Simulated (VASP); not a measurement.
# Cr (Im-3m) in VASP: notebook

Aim: see how the results for Cr move with the level of theory and the settings. Levels: PBEsol, PBE, TPSS, b88 exchange, pbe correlation. Tasks: relaxation of cell and atoms, single point.

Program: VASP 6.6.1. These are calculated values, not measurements. Logs are shortened: lines on timing, memory, paths and dates and some standing lists are left out, and cuts for length are marked.

### Step 1. The cell of the first run

Symmetry: Im-3m, No. 229, cubic system. Conventional cell: a = 2.969 Å, b = 2.969 Å, c = 2.969 Å, α = 90.00°, β = 90.00°, γ = 90.00°. Cr (site symmetry m-3m) has 14 Cr at 2.57 to 2.97 Å within 3.4 Å.

### Step 2. Relaxation of cell and atoms, PBEsol, collinear spin, ferromagnetic start, target pressure 5 GPa, at which the enthalpy is minimised

Contents of INCAR:

```
SYSTEM = Cr
ALGO = Normal
EDIFF = 1E-7
EDIFFG = -0.01
ENCUT = 500
GGA = PS
GGA_COMPAT = .FALSE.
IBRION = 2
ISIF = 3
ISMEAR = -1
ISPIN = 2
LASPH = .TRUE.
LCHARG = .FALSE.
LMAXMIX = 4
LORBIT = 11
LREAL = .FALSE.
LWAVE = .FALSE.
MAGMOM = 3
NELM = 200
NELMIN = 4
NSW = 60
PREC = Accurate
PSTRESS = 50.0
SIGMA = 0.05
```

Contents of KPOINTS:

```
k-points
0
G
  12 12 12
  0 0 0
```

Contents of POSCAR:

```
Cr
1.0
   -1.4844496776      1.4844496776      1.4844496776
    1.4844496776     -1.4844496776      1.4844496776
    1.4844496776      1.4844496776     -1.4844496776
Cr
1
Direct
    0.0000000000      0.0000000000      0.0000000000
```

Potentials or basis: VASP PAW PBE potentials, release 64 (Cr_pv).

Command:

```console
cat potpaw_PBE.64/Cr_pv/POTCAR > POTCAR
mpirun -np 1 vasp_std > vasp.out
```

OUTCAR:

```text
SYSTEM = Cr
   EDIFF = 1E-7
   EDIFFG = -0.01
   ENCUT = 500
   GGA = PS
   IBRION = 2
   ISIF = 3
   ISMEAR = -1
   ISPIN = 2
   LASPH = .TRUE.
   LORBIT = 11
   LREAL = .FALSE.
   NELM = 200
   NELMIN = 4
   NSW = 60
   PREC = Accurate
   PSTRESS = 50.0

 ion  position               nearest neighbor table
   1  0.000  0.000  0.000-

  LATTYP: Found a body centered cubic cell.
 ALAT       =     2.9688993552

  Lattice vectors:

 A1 = (  -1.4844496776,   1.4844496776,   1.4844496776)
 A2 = (   1.4844496776,  -1.4844496776,   1.4844496776)
 A3 = (   1.4844496776,   1.4844496776,  -1.4844496776)

Analysis of symmetry for initial positions (statically):
=====================================================================
 Subroutine PRICEL returns:
 Original cell was already a primitive cell.

 Routine SETGRP: Setting up the symmetry group for a
 body centered cubic supercell.

 Subroutine GETGRP returns: Found 48 space group operations
 (whereof 48 operations were pure point group operations)
 out of a pool of 48 trial point group operations.

The static configuration has the point symmetry O_h .

Analysis of symmetry for dynamics (positions and initial velocities):
=====================================================================
 Subroutine PRICEL returns:
 Original cell was already a primitive cell.

 Routine SETGRP: Setting up the symmetry group for a
 body centered cubic supercell.

 Subroutine GETGRP returns: Found 48 space group operations
 (whereof 48 operations were pure point group operations)
 out of a pool of 48 trial point group operations.

The dynamic configuration has the point symmetry O_h .

Analysis of structural, dynamic, and magnetic symmetry:
=====================================================================
 Subroutine PRICEL returns:
 Original cell was already a primitive cell.

 Routine SETGRP: Setting up the symmetry group for a
 body centered cubic supercell.

 Subroutine GETGRP returns: Found 48 space group operations
 (whereof 48 operations were pure point group operations)
 out of a pool of 48 trial point group operations.

The overall configuration has the point symmetry O_h .

 Subroutine INISYM returns: Found 48 space group operations
 (whereof 48 operations are pure point group operations),
 and found     1 'primitive' translations

----------------------------------------------------------------------------------------

                                     Primitive cell

  volume of cell :      13.0845

  direct lattice vectors                    reciprocal lattice vectors
    -1.484449678  1.484449678  1.484449678     0.000000000  0.336825160  0.336825160
     1.484449678 -1.484449678  1.484449678     0.336825160  0.000000000  0.336825160
     1.484449678  1.484449678 -1.484449678     0.336825160  0.336825160  0.000000000

  length of vectors
     2.571142263  2.571142263  2.571142263     0.476342709  0.476342709  0.476342709

  position of ions in fractional coordinates (direct lattice)
     0.000000000  0.000000000  0.000000000

  ion indices of the primitive-cell ions
   primitive index   ion index
                 1           1

----------------------------------------------------------------------------------------

 KPOINTS: k-points

Automatic generation of k-mesh.
 Grid dimensions read from file:
 generate k-points for:   12   12   12

 Generating k-lattice:

  Cartesian coordinates                     Fractional coordinates (reciprocal lattice)
     0.000000000  0.028068763  0.028068763     0.083333333  0.000000000  0.000000000
     0.028068763  0.000000000  0.028068763     0.000000000  0.083333333  0.000000000
     0.028068763  0.028068763  0.000000000     0.000000000  0.000000000  0.083333333

  Length of vectors
     0.039695226  0.039695226  0.039695226

  Shift w.r.t. Gamma in fractional coordinates (k-lattice)
     0.000000000  0.000000000  0.000000000

 Subroutine IBZKPT returns following result:
 ===========================================

 Found     72 irreducible k-points:

 Following reciprocal coordinates:
            Coordinates               Weight
  0.000000  0.000000  0.000000      1.000000
  0.083333  0.000000  0.000000     12.000000
  0.166667  0.000000  0.000000     12.000000
  0.250000  0.000000  0.000000     12.000000
  0.333333  0.000000  0.000000     12.000000
  0.416667  0.000000  0.000000     12.000000
[... 16 lines left out ...]
  0.333333  0.083333  0.083333     24.000000
  0.416667  0.083333  0.083333     12.000000
 [... further k-points ...]
   k-points           NKPTS =     72   k-points in BZ     NKDIM =     72   number of bands    NBANDS=     12
   number of dos      NEDOS =    301   number of ions     NIONS =      1
   total plane-waves  NPLWV =   8000
   dimension x,y,z NGX =    20 NGY =   20 NGZ =   20
   dimension x,y,z NGXF=    40 NGYF=   40 NGZF=   40
   ions per type =               1
   NGX,Y,Z   is equivalent  to a cutoff of  12.93, 12.93, 12.93 a.u.
   NGXF,Y,Z  is equivalent  to a cutoff of  25.86, 25.86, 25.86 a.u.
 SYSTEM =  Cr
   PREC   = accura    normal or accurate (medium, high low for compatibility)
   ISTART =      0    job   : 0-new  1-cont  2-samecut
   ICHARG =      2    charge: 1-file 2-atom 10-const
   ISPIN  =      2    spin polarized calculation?
   LNONCOLLINEAR =      F non collinear calculations
   LSORBIT =      F    spin-orbit coupling
   LASPH  =      T    aspherical Exc in radial PAW
   ENCUT  =  500.0 eV  36.75 Ry    6.06 a.u.   4.69  4.69  4.69*2*pi/ulx,y,z
   NELM   =    200;   NELMIN=  4; NELMDL= -5     # of ELM steps
   EDIFF  = 0.1E-06   stopping-criterion for ELM
   LREAL  =      F    real-space projection
   EDIFFG = -.1E-01   stopping-criterion for IOM
   NSW    =     60    number of steps for IOM
   IBRION =      2    ionic relax: 0-MD 1-quasi-New 2-CG
   NFREE  =      1    steps in history (QN), initial steepest desc. (CG)
   ISIF   =      3    stress and relaxation
   ISYM   =      2    0-nonsym 1-usesym 2-fastsym
   POTIM  = 0.5000    time-step for ionic-motion
   TEBEG  =    0.0;   TEEND  =   0.0 temperature during run
   PSTRESS=   50.0 pullay stress
   NELECT =      12.0000    total number of electrons
   NUPDOWN=      -1.0000    fix difference up-down
   EMIN   =  10.00;   EMAX   =-10.00  energy-range for DOS
   EFERMI =   0.00;   METHOD = LEGACY
   ISMEAR =    -1;   SIGMA  =   0.05  broadening in eV -4-tet -1-fermi 0-gaus
   EFERMI_NEDOS =   21; number of points for ismear=-14 and -15
   IALGO  =     38    algorithm
   IMIX   =      4    mixing-type and parameters
     AMIX     =   0.40;   BMIX     =  1.00
     AMIX_MAG =   1.60;   BMIX_MAG =  1.00
  volume/ion in A,a.u.               =      13.08        88.30
  Fermi-wavevector in a.u.,A,eV,Ry     =   1.590559  3.005721 34.421077  2.529878
  Thomas-Fermi vector in A             =   2.689235
   LORBIT       =     11    0 simple, 1 ext, 2 COOP (PROOUT), +10 PAW based schemes
   GGA     = PS    functional components
   LHFCALC =     F    Hartree Fock is set to
   AEXX    =    0.0000 exact exchange contribution
   IVDW    =     0    specifies the selected vdW correction
   LEPSILON=     F    determine dielectric tensor
   LRPA    =     F    only Hartree local field effects (RPA)
 conjugate gradient relaxation of ions
 spin polarized calculation
  energy-cutoff  :      500.00
  volume of cell :       13.08
 maximum number of plane-waves:       370
   NGX =  9   NGY =  9   NGZ =  9

--------------------------------------- Ionic step        1  -------------------------------------------

 number of electron      12.0000008 magnetization      -0.0001204

 number of electron      12.0000008 magnetization       0.0000047

 Free energy of the ion-electron system (eV)
  ---------------------------------------------------
  ext. energy  EPLUGINS =         0.00000000
  ---------------------------------------------------
  free energy    TOTEN  =       -10.01725476 eV

  energy without entropy =      -10.01115089  energy(sigma->0) =      -10.01420282

 E-fermi :   9.1059     XC(G=0): -13.1153

 val. band max:        9.0615893651   @ k =   0.1667   0.0000   0.0000
 cond. band min:       9.1301325285   @ k =   0.4167   0.0833   0.0000
 fundamental gap:      0.0685431634
 Fermi energy:         9.1058680633

 spin component 1

 k-point     1 :       0.0000    0.0000    0.0000
  band No.  band energies     occupation
      1     -33.5737      1.00000
      2     -33.5737      1.00000
      3     -33.5737      1.00000
      4       1.7360      1.00000
      5       8.3926      1.00000
      6       8.3926      1.00000
      7       8.3926      1.00000
      8      10.1060      0.00000
      9      10.1060      0.00000
     10      16.1949      0.00000
     11      30.4616      0.00000
     12      30.4616      0.00000

 k-point     2 :       0.0833    0.0000    0.0000
  band No.  band energies     occupation
      1     -33.6168      1.00000
      2     -33.5873      1.00000
      3     -33.5739      1.00000
      4       2.0085      1.00000
      5       8.2959      1.00000
      6       8.3742      1.00000
      7       8.5664      0.99998
      8      10.0052      0.00000
      9      10.1133      0.00000
     10      16.1948      0.00000
[... 841 lines left out ...]
  FREE ENERGIE OF THE ION-ELECTRON SYSTEM (eV)
  ---------------------------------------------------
  free  energy   TOTEN  =       -10.2482767727 eV

  energy  without entropy=      -10.2447369544  energy(sigma->0) =      -10.24650686

  enthalpy is  TOTEN    =        -9.9057112572 eV   P V=        0.3425655155

--------------------------------------- Ionic step        5  -------------------------------------------

 number of electron      12.0000009 magnetization      -0.0000000

 number of electron      12.0000009 magnetization       0.0000000

 Free energy of the ion-electron system (eV)
  ---------------------------------------------------
  ext. energy  EPLUGINS =         0.00000000
  ---------------------------------------------------
  free energy    TOTEN  =       -10.24675290 eV

  energy without entropy =      -10.24326563  energy(sigma->0) =      -10.24500927

 E-fermi :  11.6395     XC(G=0): -14.1646

 val. band max:       11.5398623474   @ k =   0.1667   0.0000   0.0000
 cond. band min:      11.6953038044   @ k =  -0.1667   0.2500   0.0833
 fundamental gap:      0.1554414570
 Fermi energy:        11.6395208326

 spin component 1

 k-point     1 :       0.0000    0.0000    0.0000
  band No.  band energies     occupation
      1     -30.8294      1.00000
      2     -30.8294      1.00000
      3     -30.8294      1.00000
      4       3.5639      1.00000
      5      10.6794      1.00000
      6      10.6794      1.00000
      7      10.6794      1.00000
      8      12.8606      0.00000
      9      12.8606      0.00000
     10      18.8029      0.00000
     11      34.3669      0.00000
     12      34.3669      0.00000

 k-point     2 :       0.0833    0.0000    0.0000
  band No.  band energies     occupation
      1     -30.9075      1.00000
      2     -30.8530      1.00000
      3     -30.8300      1.00000
      4       3.8834      1.00000
      5      10.5516      1.00000
      6      10.6540      1.00000
      7      10.9029      1.00000
      8      12.7224      0.00000
      9      12.8699      0.00000
     10      18.8029      0.00000
[... 718 lines left out ...]
 POSITION                                       TOTAL-FORCE (eV/Angst)
 -----------------------------------------------------------------------------------
      0.00000      0.00000      0.00000         0.000000      0.000000      0.000000
 -----------------------------------------------------------------------------------
    total drift:                                0.000000     -0.000000      0.000000

  FREE ENERGIE OF THE ION-ELECTRON SYSTEM (eV)
  ---------------------------------------------------
  free  energy   TOTEN  =       -10.2467529047 eV

  energy  without entropy=      -10.2432656258  energy(sigma->0) =      -10.24500927

  enthalpy is  TOTEN    =        -9.9059943464 eV   P V=        0.3407585583

 reached required accuracy - stopping structural energy minimisation

 total charge

# of ion       s       p       d       tot
------------------------------------------
    1        0.451   6.440   4.295  11.186

 magnetization (x)

# of ion       s       p       d       tot
------------------------------------------
    1       -0.000   0.000  -0.000  -0.000
```

Run time: 46 s. Hardware: 1 thread of AMD EPYC 9R45 (Zen 5), shared host; peak memory 0.12 GiB.

Results:

```yaml
Free_energy: -10.2468 eV
Relaxed_volume: 10.92 Å³/atom
Relaxed_cell: a = 2.421 Å, b = 2.421 Å, c = 2.421 Å, α = 109.47°, β = 109.47°, γ = 109.47°
Space_group_after_relaxing_to_0.1_Å: Im-3m (No. 229)
Energy_change_on_relaxing_the_run_minimises_the_enthalpy: -229.5 meV/atom
Ionic_steps: 5
Pressure_after_relaxing: 5.0 GPa
Band_gap_on_the_k_mesh: zero (filled and empty bands overlap)
Net_moment: 0.00 μB per cell
Valence_electrons_inside_the_program's_atomic_spheres: Cr 11.19
```

Step by step:
| step | energy change (eV) | largest force (eV/Å) | pressure (GPa) | volume (Å³) |
| --- | --- | --- | --- | --- |
| 1 | 0.0000 | 0.0000 | -32.62 | 13.08 |
| 2 | 1.0273 | 0.0000 | 176.29 | 8.09 |
| 3 | -0.2324 | 0.0000 | 0.16 | 11.10 |
| 4 | -0.2310 | 0.0000 | 3.42 | 10.98 |
| 5 | -0.2295 | 0.0000 | 5.02 | 10.92 |

Final structure:
```
Cr
1.0
    -1.39758    1.39758    1.39758
     1.39758   -1.39758    1.39758
     1.39758    1.39758   -1.39758
Cr
1
Cartesian
  0.0000 0.0000 0.0000
```

Levels at points of the mesh, in eV from the Fermi level:
Spin up:
```
           k point  band 4  band 5  band 6  band 7  band 8  band 9
(0.00, 0.00, 0.00)   -8.08   -0.96   -0.96   -0.96    1.22    1.22
(0.50, 0.00, 0.00)   -4.73   -2.64    1.25    1.27    1.60    3.13
(0.50, 0.50, 0.50)   -4.69   -4.69    2.70    2.70    2.70    7.16
```
Spin down:
| k point | band 4 | band 5 | band 6 | band 7 | band 8 | band 9 |
| --- | --- | --- | --- | --- | --- | --- |
| (0.00, 0.00, 0.00) | -8.08 | -0.96 | -0.96 | -0.96 | 1.22 | 1.22 |
| (0.50, 0.00, 0.00) | -4.73 | -2.64 | 1.25 | 1.27 | 1.60 | 3.13 |
| (0.50, 0.50, 0.50) | -4.69 | -4.69 | 2.70 | 2.70 | 2.70 | 7.16 |

Caveat: the cell is relaxed towards a set pressure, so the run minimises the enthalpy, not the energy; the volume moved by over 15 % at a fixed basis, so the end points are rough; an empty level that is flat over the whole mesh can mark a ghost state of the potentials, or a narrow d or f band; the PAW data sets were made with another functional, which shifts forces and pressure a little.

[end of part 1 of 3]
